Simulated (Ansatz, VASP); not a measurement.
One calculation of HgTe, two programs

Contents of INCAR:

```
PREC     = Accurate       # precision mode
ENCUT    = 520            # plane-wave cutoff, eV
EDIFF    = 1E-6           # SCF threshold, eV
ISMEAR   = 0              # smearing method
SIGMA    = 0.05           # smearing width, eV
LREAL    = F              # projectors in reciprocal space
LASPH    = T              # aspherical terms in the spheres
NELM     = 100            # most SCF steps
ALGO     = Normal         # electronic algorithm
ISIF     = 2              # what is computed and relaxed
LWAVE    = F              # write WAVECAR
LCHARG   = F              # write CHGCAR
GGA      = PE             # functional
NBANDS   = 16             # bands
```

The input KPOINTS:

```
Automatic mesh
0
Gamma
  10 10 10
```

Contents of POSCAR:

```
HgTe
1.0
    0.0000000000      3.2909749329      3.3242171039
    3.3242171039      0.0000000000      3.3242171039
    3.3242171039      3.2909749329      0.0000000000
Hg Te
1 1
Direct
    0.0000000000      0.0000000000      0.0000000000
    0.2500000000      0.2500000000      0.2500000000
```

Input for Ansatz:

```yaml
crystal:
  lattice:
    - [0.0, 3.2909749329, 3.3242171039]
    - [3.3242171039, 0.0, 3.3242171039]
    - [3.3242171039, 3.2909749329, 0.0]
  atoms:
    - { symbol: Hg, position: [0.0, 0.0, 0.0] }
    - { symbol: Te, position: [0.25, 0.25, 0.25] }
basis:
  ecutwfc: 420
  ecutrho_ratio: 4
kpoints:
  mp_grid: { grid: [10, 10, 10] }
hamiltonian:
  xc: pbe
scf:
  occupations: { method: gaussian, width: 0.05 }
output:
  forces: true
  stress: true
  eigenvalues: true
```

Change from the starting cell: strain e2 = -0.01, atoms carried along.

Alike in both runs: task single point; functional PBE; k mesh 10 × 10 × 10; occupations gaussian, width 0.05 eV; no spin polarisation.

|  | VASP | Ansatz |
| --- | --- | --- |
| version | VASP 6.6.1 | Ansatz 0.2.0 |
| potentials or method | VASP PAW PBE potentials, release 64 (Hg, Te), cutoff 520 eV | scalar-relativistic, plane waves, PAW |
| valence electrons in the cell | 18 | 36 |

|  | VASP | Ansatz | Ansatz less VASP |
| --- | --- | --- | --- |
| gap on the k mesh at the Fermi level (eV) | 0.03 | 0.03 | 0.000 |
| least direct gap on the mesh (eV) | 0.03 | 0.03 | 0.000 |
| pressure (GPa) | 0.4 | 0.4 | -0.05 |
| traceless stress, the component that is largest in VASP (GPa) | 0.09 | 0.09 | 0.000 |

With one functional, cell and mesh, what is left measures potentials, basis and numerics. VASP's potentials hold 18 valence electrons a cell and Ansatz's 36, so a difference there can come from the potentials and not from the codes.

Neither program's run includes spin-orbit coupling.
